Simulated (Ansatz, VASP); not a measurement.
This is a calculation of HfN for Ansatz 0.2.0.

File input.yaml:

```yaml
crystal:
  lattice:
    - [0.0, 2.256, 2.256]
    - [2.256, 0.0, 2.256]
    - [2.256, 2.256, 0.0]
  atoms:
    - { symbol: Hf, position: [0.0, 0.0, 0.0] }
    - { symbol: "N", position: [0.5, 0.5, 0.5] }
hamiltonian:
  xc: pbe
  pseudopotentials: { kind: paw }
kpoints:
  mp_grid: { grid: [10, 10, 10] }
scf:
  occupations: { method: gaussian, width: 0.017 }
output:
  forces: true
  stress: true
  eigenvalues: true
```

Potentials or basis: Ansatz PAW.

Run with:

```sh
$ ansatz run input.yaml --threads 2 --pin off --max-ram 5632MiB --backend cpu --events-out ev --progress --plain --runs-dir out
```

Set up the same calculation for VASP 6.6.1. Potentials there: VASP PAW PBE potentials, release 64 (Hf_pv, N).

As run (the cutoff follows the program's own potentials):

INCAR

```
PREC = Accurate
ENCUT = 600
EDIFF = 1E-6
ISMEAR = 0
SIGMA = 0.017
LREAL = F
LASPH = T
NELM = 120
ALGO = Normal
ISIF = 2
LWAVE = F
LCHARG = F
GGA = PE
NBANDS = 14
GGA_COMPAT = F
```

Contents of KPOINTS:

```
Automatic mesh
0
Gamma
  10 10 10
```

Contents of POSCAR:

```
HfN
1.0
    0.0000000000      2.2560000000      2.2560000000
    2.2560000000      0.0000000000      2.2560000000
    2.2560000000      2.2560000000      0.0000000000
Hf N
1 1
Direct
    0.0000000000      0.0000000000      0.0000000000
    0.5000000000      0.5000000000      0.5000000000
```

Potentials or basis: VASP PAW PBE potentials, release 64 (Hf_pv, N).

Command:

```console
$ cat potpaw_PBE.64/Hf_pv/POTCAR potpaw_PBE.64/N/POTCAR > POTCAR
$ mpirun -np 1 vasp_std > vasp.out
```

Both were run:

|  | VASP | Ansatz | Ansatz less VASP |
| --- | --- | --- | --- |
| gap on the k mesh at the Fermi level (eV) | none | none | - |
| pressure (GPa) | 4.1 | 6.6 | +2.50 |

A gap of «none» marks a metal or a gap that the smearing closes. The functional is the same, so the differences come from potentials, cutoffs and numerics. VASP's potentials hold 15 valence electrons a cell and Ansatz's 31, so a difference there can come from the potentials and not from the codes.

Spin-orbit coupling is off throughout.
